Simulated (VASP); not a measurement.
CO, 24 atoms in the cell. The cell holds a disordered packing, 24 atoms: a = 8.227 Å, b = 8.227 Å, c = 8.227 Å, α = 90.00°, β = 90.00°, γ = 90.00°. 

* Program: VASP 6.6.1
* Task: single point
* Functional: PBE
* Dispersion: D3(BJ)
* Potentials or basis: VASP PAW PBE potentials, release 64 (O, C)
* Cutoff: 520 eV
* k mesh: 1 × 1 × 1
* Occupations: fermi-dirac, width 0.05 eV
* Spin: no spin polarisation
* Dipole correction: no
* Further INCAR settings: ALGO = Normal; EDIFF = 1e-06; NBANDS = 78

Potentials or basis: VASP PAW PBE potentials, release 64 (O, C).

Launch:

```console
$ cat potpaw_PBE.64/O/POTCAR potpaw_PBE.64/C/POTCAR > POTCAR
$ mpirun -np 1 vasp_gam > vasp.out
```

Hardware: 1 thread of Intel(R) Xeon(R) Platinum 8488C (Sapphire Rapids), with other jobs on the host.

Problem. How long does it take, and how much memory?

Solution. Wall time 47 s on 1 thread of Intel(R) Xeon(R) Platinum 8488C (Sapphire Rapids) (shared host), peak memory 0.52 GiB. Counts: scf iterations 17, k points 1.
